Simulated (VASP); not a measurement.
A run of VASP 6.6.1 is set up as follows.

Contents of INCAR:

```
PREC = Accurate ; ENCUT = 520
EDIFF = 1E-7 ; ISMEAR = 0
SIGMA = 0.02 ; LREAL = F
LASPH = T ; NELM = 100
ALGO = Normal ; ISIF = 2
LWAVE = F ; LCHARG = F
GGA = PE ; NBANDS = 33
```

KPOINTS

```
regular mesh
0
Gamma
  10 10 10
```

File POSCAR:

```
TiO2
1.0
   -1.8994484773      1.8994484773      4.8498387184
    1.8994484773     -1.8994484773      4.8498387184
    1.8994484773      1.8994484773     -4.8498387184
Ti O
2 4
Direct
    0.0000000000      0.0000000000      0.0000000000
    0.7500000000      0.2500000000      0.5000000000
    0.9564669609      0.4564669609      0.5000000000
    0.2064669609      0.2064669609      0.0000000000
    0.5435330391      0.0435330391      0.5000000000
    0.7935330391      0.7935330391      0.0000000000
```

Potentials or basis: VASP PAW PBE potentials, release 64 (Ti_sv, O).

The run is started by

```sh
$ cat potpaw_PBE.64/Ti_sv/POTCAR potpaw_PBE.64/O/POTCAR > POTCAR
$ mpirun -np 1 vasp_std > vasp.out
```

(1) Estimate the pressure.

(2) Predict the largest force.

(3) Estimate the band gap on the k mesh.

## Answers

(1) 0.7 GPa.

(2) 0.018 eV/Å.

(3) 2.11 eV, indirect (least direct gap 2.41 eV).
